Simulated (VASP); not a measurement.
# C (Cmme) in VASP: further runs

The runs below take C through relaxation of cell and atoms, single point, with PBE+D3(BJ).

Program: VASP 6.6.1. These are calculated values, not measurements. Logs are shortened: lines on timing, memory, paths and dates and some standing lists are left out, and cuts for length are marked.

**1. The cell of the first run**

Symmetry: Cmme, No. 67, orthorhombic system. Conventional cell: a = 2.456 Å, b = 4.254 Å, c = 7.173 Å, α = 90.00°, β = 90.00°, γ = 90.00°. Within 1.9 Å of C (site symmetry m) lie 3 C at 1.42 Å.

**2. Relaxation of cell and atoms, PBE+D3(BJ)**

INCAR reads:

```
PREC = Accurate ; ENCUT = 600
EDIFF = 1E-6 ; ISMEAR = 0
SIGMA = 0.1 ; LREAL = F
LASPH = T ; NELM = 100
ALGO = Normal ; ISIF = 3
LWAVE = F ; LCHARG = F
GGA = PE ; IVDW = 12
IBRION = 2 ; NSW = 100
EDIFFG = -0.005
```

KPOINTS reads:

```
Automatic mesh
0
Gamma
  21 21 6
```

POSCAR reads:

```
C
1.0
    1.2280479700     -2.1270618200      0.0000000000
    1.2280479700      2.1270618200      0.0000000000
    0.0000000000      0.0000000000      7.1732677600
C
4
Direct
    0.0833794600      0.9166205400      0.7531376000
    0.5833794600      0.4166205400      0.2468624000
    0.9166205400      0.0833794600      0.2468624000
    0.4166205400      0.5833794600      0.7531376000
```

Potentials or basis: VASP PAW PBE potentials, release 64 (C).

Command:

```console
cat potpaw_PBE.64/C/POTCAR > POTCAR
mpirun -np 1 vasp_std > vasp.out
```

OUTCAR:

```text
PREC = Accurate
   ENCUT = 600
   EDIFF = 1E-6
   ISMEAR = 0
   LREAL = F
   LASPH = T
   NELM = 100
   ISIF = 3
   GGA = PE
   IVDW = 12
   IBRION = 2
   NSW = 100
   EDIFFG = -0.005
 IVDW          = 12

 ion  position               nearest neighbor table
   1  0.083  0.917  0.753-   4 1.42   4 1.42   4 1.42
   2  0.583  0.417  0.247-   3 1.42   3 1.42   3 1.42
   3  0.917  0.083  0.247-   2 1.42   2 1.42   2 1.42
   4  0.417  0.583  0.753-   1 1.42   1 1.42   1 1.42

  LATTYP: Found a hexagonal cell.
 ALAT       =     2.4561135566
 C/A-ratio  =     2.9205765918

  Lattice vectors:

 A1 = (   1.2280479700,  -2.1270618200,   0.0000000000)
 A2 = (   1.2280479700,   2.1270618200,   0.0000000000)
 A3 = (   0.0000000000,   0.0000000000,   7.1732677600)

Analysis of symmetry for initial positions (statically):
=====================================================================
 Subroutine PRICEL returns:
 Original cell was already a primitive cell.

 Routine SETGRP: Setting up the symmetry group for a
 hexagonal supercell.

 Subroutine GETGRP returns: Found  8 space group operations
 (whereof  4 operations were pure point group operations)
 out of a pool of 24 trial point group operations.

The static configuration has the point symmetry C_2h.
 The point group associated with its full space group is D_2h.

Analysis of symmetry for dynamics (positions and initial velocities):
=====================================================================
 Subroutine PRICEL returns:
 Original cell was already a primitive cell.

 Routine SETGRP: Setting up the symmetry group for a
 hexagonal supercell.

 Subroutine GETGRP returns: Found  8 space group operations
 (whereof  4 operations were pure point group operations)
 out of a pool of 24 trial point group operations.

The dynamic configuration has the point symmetry C_2h.
 The point group associated with its full space group is D_2h.

 Subroutine INISYM returns: Found  8 space group operations
 (whereof  4 operations are pure point group operations),
 and found     1 'primitive' translations

----------------------------------------------------------------------------------------

                                     Primitive cell

  volume of cell :      37.4751

  direct lattice vectors                    reciprocal lattice vectors
     1.228047970 -2.127061820  0.000000000     0.407150219 -0.235066041  0.000000000
     1.228047970  2.127061820  0.000000000     0.407150219  0.235066041  0.000000000
     0.000000000  0.000000000  7.173267760     0.000000000  0.000000000  0.139406479

  length of vectors
     2.456113557  2.456113557  7.173267760     0.470135453  0.470135453  0.139406479

  position of ions in fractional coordinates (direct lattice)
     0.083379460  0.916620540  0.753137600
     0.583379460  0.416620540  0.246862400
     0.916620540  0.083379460  0.246862400
     0.416620540  0.583379460  0.753137600

  ion indices of the primitive-cell ions
   primitive index   ion index
                 1           1
                 2           2
                 3           3
                 4           4

----------------------------------------------------------------------------------------

 KPOINTS: Automatic mesh

Automatic generation of k-mesh.
 Grid dimensions read from file:
 generate k-points for:   21   21    6

 Generating k-lattice:

  Cartesian coordinates                     Fractional coordinates (reciprocal lattice)
     0.019388106 -0.011193621  0.000000000     0.047619048  0.000000000  0.000000000
     0.019388106  0.011193621  0.000000000     0.000000000  0.047619048  0.000000000
     0.000000000  0.000000000  0.023234413     0.000000000  0.000000000  0.166666667

  Length of vectors
     0.022387403  0.022387403  0.023234413

  Shift w.r.t. Gamma in fractional coordinates (k-lattice)
     0.000000000  0.000000000  0.000000000

 Subroutine IBZKPT returns following result:
 ===========================================

 Found    484 irreducible k-points:

 Following reciprocal coordinates:
            Coordinates               Weight
  0.000000  0.000000  0.000000      1.000000
  0.047619  0.000000  0.000000      4.000000
 -0.047619  0.047619  0.000000      2.000000
  0.095238  0.000000  0.000000      4.000000
 -0.095238  0.095238  0.000000      2.000000
  0.142857  0.000000  0.000000      4.000000
[... 16 lines left out ...]
 -0.047619  0.095238  0.000000      4.000000
  0.095238  0.047619  0.000000      4.000000
 [... further k-points ...]
   k-points           NKPTS =    484   k-points in BZ     NKDIM =    484   number of bands    NBANDS=     12
   number of dos      NEDOS =    301   number of ions     NIONS =      4
   total plane-waves  NPLWV =  24000
   dimension x,y,z NGX =    20 NGY =   20 NGZ =   60
   dimension x,y,z NGXF=    40 NGYF=   40 NGZF=  120
   ions per type =               4
   NGX,Y,Z   is equivalent  to a cutoff of  13.54, 13.54, 13.91 a.u.
   NGXF,Y,Z  is equivalent  to a cutoff of  27.07, 27.07, 27.81 a.u.
 SYSTEM =  unknown system
   PREC   = accura    normal or accurate (medium, high low for compatibility)
   ISTART =      0    job   : 0-new  1-cont  2-samecut
   ICHARG =      2    charge: 1-file 2-atom 10-const
   ISPIN  =      1    spin polarized calculation?
   LNONCOLLINEAR =      F non collinear calculations
   LSORBIT =      F    spin-orbit coupling
   LASPH  =      T    aspherical Exc in radial PAW
   ENCUT  =  600.0 eV  44.10 Ry    6.64 a.u.   4.91  4.91 14.33*2*pi/ulx,y,z
   NELM   =    100;   NELMIN=  2; NELMDL= -5     # of ELM steps
   EDIFF  = 0.1E-05   stopping-criterion for ELM
   LREAL  =      F    real-space projection
   EDIFFG = -.5E-02   stopping-criterion for IOM
   NSW    =    100    number of steps for IOM
   IBRION =      2    ionic relax: 0-MD 1-quasi-New 2-CG
   NFREE  =      1    steps in history (QN), initial steepest desc. (CG)
   ISIF   =      3    stress and relaxation
   ISYM   =      2    0-nonsym 1-usesym 2-fastsym
   POTIM  = 0.5000    time-step for ionic-motion
   TEBEG  =    0.0;   TEEND  =   0.0 temperature during run
   PSTRESS=    0.0 pullay stress
   NELECT =      16.0000    total number of electrons
   NUPDOWN=      -1.0000    fix difference up-down
   EMIN   =  10.00;   EMAX   =-10.00  energy-range for DOS
   EFERMI =   0.00;   METHOD = LEGACY
   ISMEAR =     0;   SIGMA  =   0.10  broadening in eV -4-tet -1-fermi 0-gaus
   EFERMI_NEDOS =   21; number of points for ismear=-14 and -15
   IALGO  =     38    algorithm
   IMIX   =      4    mixing-type and parameters
     AMIX     =   0.40;   BMIX     =  1.00
     AMIX_MAG =   1.60;   BMIX_MAG =  1.00
  volume/ion in A,a.u.               =       9.37        63.22
  Fermi-wavevector in a.u.,A,eV,Ry     =   1.232728  2.329519 20.675669  1.519619
  Thomas-Fermi vector in A             =   2.367487
   LORBIT       =      0    0 simple, 1 ext, 2 COOP (PROOUT), +10 PAW based schemes
   GGA     = PE    functional components
   LHFCALC =     F    Hartree Fock is set to
   AEXX    =    0.0000 exact exchange contribution
   IVDW    =    12    specifies the selected vdW correction
   LEPSILON=     F    determine dielectric tensor
   LRPA    =     F    only Hartree local field effects (RPA)
 conjugate gradient relaxation of ions
 non-spin polarized calculation
 Gauss-broadening in eV      SIGMA  =   0.10
  energy-cutoff  :      600.00
  volume of cell :       37.48
 maximum number of plane-waves:      1278
   NGX =  9   NGY =  9   NGZ = 29

--------------------------------------- Ionic step        1  -------------------------------------------

 number of electron      15.9999999 magnetization

 Free energy of the ion-electron system (eV)
  ---------------------------------------------------
  ext. energy  EPLUGINS =         0.00000000
  ---------------------------------------------------
  free energy    TOTEN  =       -36.88262309 eV

  energy without entropy =      -36.88232237  energy(sigma->0) =      -36.88247273

------------------------ aborting loop because EDIFF is reached ----------------------------------------

 Edisp (eV)   -0.57777

 E8    (eV) :    -0.1623
[... 111 lines left out ...]
  FREE ENERGIE OF THE ION-ELECTRON SYSTEM (eV)
  ---------------------------------------------------
  free  energy   TOTEN  =       -37.4651315247 eV

  energy  without entropy=      -37.4648362453  energy(sigma->0) =      -37.46498388

 E-fermi :   4.2252     XC(G=0):  -9.9755

 val. band max:        4.2198127743   @ k =   0.3333   0.3333   0.5000
 cond. band min:       4.2476564283   @ k =   0.3333   0.3333   0.5000
 fundamental gap:      0.0278436540
 Fermi energy:         4.2251555885

 k-point     1 :       0.0000    0.0000    0.0000
  band No.  band energies     occupation
      1     -15.3535      2.00000
      2     -15.1501      2.00000
      3      -4.0680      2.00000
      4      -2.5467      2.00000
      5       1.1639      2.00000
      6       1.1713      2.00000
      7       1.2679      2.00000
      8       1.2898      2.00000
      9       8.1675      0.00000
     10      12.4343      0.00000
     11      12.5011      0.00000
     12      12.6597      0.00000
[... 331 lines left out ...]
 k-point    24 :       0.0952    0.0476    0.0000
  band No.  band energies     occupation
      1     -14.9770      2.00000
      2     -14.7786      2.00000
      3      -3.6126      2.00000
      4      -2.1171      2.00000
      5      -0.1104      2.00000
      6      -0.0746      2.00000
      7       0.4121      2.00000
      8       0.4178      2.00000
      9       8.6324      0.00000
     10      12.6549      0.00000
     11      12.7488      0.00000
     12      14.0188      0.00000

 [... further k-points ...]

[... ionic steps 4 to 36 ...]

--------------------------------------- Ionic step       37  -------------------------------------------

 number of electron      15.9999999 magnetization

------------------------ aborting loop because EDIFF is reached ----------------------------------------
[... 79 lines left out ...]
--------------------------------------- Ionic step       39  -------------------------------------------

 number of electron      15.9999999 magnetization

 Free energy of the ion-electron system (eV)
  ---------------------------------------------------
  ext. energy  EPLUGINS =         0.00000000
  ---------------------------------------------------
  free energy    TOTEN  =       -36.85566055 eV

  energy without entropy =      -36.85541431  energy(sigma->0) =      -36.85553743

 E-fermi :   4.6458     XC(G=0): -10.2935

 val. band max:        4.6453842711   @ k =   0.3333   0.3333   0.5000
 cond. band min:       4.6469699319   @ k =   0.3333   0.3333   0.5000
 fundamental gap:      0.0015856608
 Fermi energy:         4.6457730802

 k-point     1 :       0.0000    0.0000    0.0000
  band No.  band energies     occupation
      1     -15.0030      2.00000
      2     -14.7116      2.00000
      3      -3.8537      2.00000
      4      -1.9245      2.00000
      5       1.6130      2.00000
      6       1.6327      2.00000
      7       1.6447      2.00000
      8       1.6481      2.00000
      9       8.9011      0.00000
     10      12.9366      0.00000
     11      12.9754      0.00000
     12      13.0372      0.00000
[... 331 lines left out ...]
 k-point    24 :       0.0952    0.0476    0.0000
  band No.  band energies     occupation
      1     -14.6250      2.00000
      2     -14.3403      2.00000
      3      -3.3946      2.00000
      4      -1.4967      2.00000
      5       0.2448      2.00000
      6       0.3011      2.00000
      7       0.8688      2.00000
      8       0.8763      2.00000
      9       9.3592      0.00000
     10      13.1402      0.00000
     11      13.2592      0.00000
     12      14.3236      0.00000

 [... further k-points ...]

------------------------ aborting loop because EDIFF is reached ----------------------------------------

 Edisp (eV)   -0.62242

 E8    (eV) :    -0.1763
[... 27 lines left out ...]
  FREE ENERGIE OF THE ION-ELECTRON SYSTEM (eV)
  ---------------------------------------------------
  free  energy   TOTEN  =       -37.4780808315 eV

  energy  without entropy=      -37.4778345870  energy(sigma->0) =      -37.47795771

 reached required accuracy - stopping structural energy minimisation
```

Run time: 51 min. Hardware: 1 thread of Intel Xeon 6975P-C (Granite Rapids), shared host; peak memory 0.38 GiB.

What came out:

| Property | Result |
| --- | --- |
| Free energy | -37.4781 eV |
| Relaxed volume | 8.86 Å³/atom |
| Relaxed cell | a = 2.465 Å, b = 2.465 Å, c = 6.736 Å, α = 90.00°, β = 90.00°, γ = 119.97° |
| Space group after relaxing (to 0.1 Å) | Fmmm (No. 69) |
| Energy gained by relaxing | 4.4 meV/atom |
| Ionic steps | 39 |
| Pressure after relaxing | 0.0 GPa |
| Band gap on the k mesh | zero (filled and empty bands touch) |
| Dispersion energy per atom | -0.156 eV |

Step by step:
```tsv
step	energy change (eV)	largest force (eV/Å)	pressure (GPa)	volume (Å³)
1	0.0000	0.0257	2.68	37.48
2	0.0201	0.0949	-7.89	38.33
3	-0.0047	0.0159	-0.69	37.73
4	-0.0061	0.0496	-0.72	37.59
5	-0.0086	0.2418	-0.76	37.15
6	-0.0070	0.6327	-0.77	36.28
7	-0.0091	0.3573	-0.79	36.89
8	-0.0093	0.3537	-0.77	36.87
9	-0.0098	0.3432	-0.74	36.83
10	-0.0106	0.3223	-0.73	36.73
11	-0.0123	0.2805	-0.67	36.53
12	-0.0148	0.1971	-0.51	36.14
13	-0.0169	0.0329	-0.16	35.36
14	-0.0169	0.0432	-0.22	35.41
15	-0.0171	0.0239	-0.15	35.44
16	-0.0172	0.0128	-0.08	35.48
17	-0.0172	0.0553	0.08	35.55
18	-0.0173	0.0267	0.02	35.51
19	-0.0173	0.0288	0.00	35.51
20	-0.0173	0.0154	0.01	35.51
21	-0.0173	0.0158	0.01	35.51
22	-0.0173	0.0138	-0.01	35.52
23	-0.0173	0.0121	-0.05	35.52
24	-0.0173	0.0124	-0.05	35.52
25	-0.0173	0.0112	-0.05	35.52
26	-0.0174	0.0106	-0.05	35.52
27	-0.0174	0.0094	-0.05	35.53
28	-0.0175	0.0106	-0.07	35.53
29	-0.0176	0.0066	-0.03	35.53
30	-0.0176	0.0060	0.01	35.52
31	-0.0176	0.0059	-0.03	35.52
32	-0.0176	0.0072	-0.13	35.52
33	-0.0176	0.0107	-0.33	35.51
34	-0.0176	0.0081	-0.20	35.51
35	-0.0176	0.0079	-0.22	35.51
36	-0.0176	0.0067	-0.18	35.50
37	-0.0177	0.0045	-0.14	35.49
38	-0.0177	0.0002	-0.04	35.46
39	-0.0177	0.0010	-0.03	35.45
```

Final structure:
```
CELL_PARAMETERS angstrom
1.23296 -2.13419 0.00000
1.23296 2.13419 0.00000
0.00000 0.00000 6.73612
ATOMIC_POSITIONS crystal
C 0.08331 0.91669 0.74992
C 0.58331 0.41669 0.25008
C 0.91669 0.08331 0.25008
C 0.41669 0.58331 0.74992
```

Levels at points of the mesh, in eV from the Fermi level:
| k point | band 6 | band 7 | band 8 | band 9 | band 10 | band 11 |
| --- | --- | --- | --- | --- | --- | --- |
| (0.00, 0.00, 0.00) | -3.01 | -3.00 | -3.00 | 4.26 | 8.29 | 8.33 |
| (0.00, 0.00, 0.50) | -3.02 | -3.01 | -3.01 | 6.86 | 6.87 | 8.34 |

(Continued in part 2 of 2.)
